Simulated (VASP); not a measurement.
A run of VASP 6.6.1:

The input INCAR:

```
SYSTEM = Zn3C
PREC = Accurate
ENCUT = 600
EDIFF = 1E-7
ISMEAR = 0
SIGMA = 0.1
LREAL = .FALSE.
LASPH = .TRUE.
NELM = 100
ALGO = Normal
ISIF = 3
LWAVE = .FALSE.
LCHARG = .FALSE.
GGA = PE
IBRION = 2
NSW = 90
EDIFFG = -0.04
```

Contents of KPOINTS:

```
regular mesh
0
G
  6 6 4
  0 0 0
```

The input POSCAR:

```
Zn3C
1.0
    3.1071858123      0.0000000000      0.0000000000
   -1.5535929061      2.6909018477      0.0000000000
    0.0000000000      0.0000000000      6.4984143403
Zn C
3 1
Direct
    0.0000000000      0.0000000000      0.5000000000
    0.6666666667      0.3333333333      0.1855861399
    0.6666666667      0.3333333333      0.8144138601
    0.0000000000      0.0000000000      0.0000000000
```

Potentials or basis: VASP PAW PBE potentials, release 64 (Zn, C).

Launch:

```console
$ cat potpaw_PBE.64/Zn/POTCAR potpaw_PBE.64/C/POTCAR > POTCAR
$ mpirun -np 1 vasp_std > vasp.out
```

Hardware: 1 thread of Intel(R) Xeon(R) 6975P-C (Granite Rapids), on a shared host.

Estimate the wall time of this run.

It took 46 s on 1 thread of Intel(R) Xeon(R) 6975P-C (Granite Rapids), with other jobs on the host, peak memory 0.2 GiB. Counts: scf iterations 37, k points 21, ion steps 3.
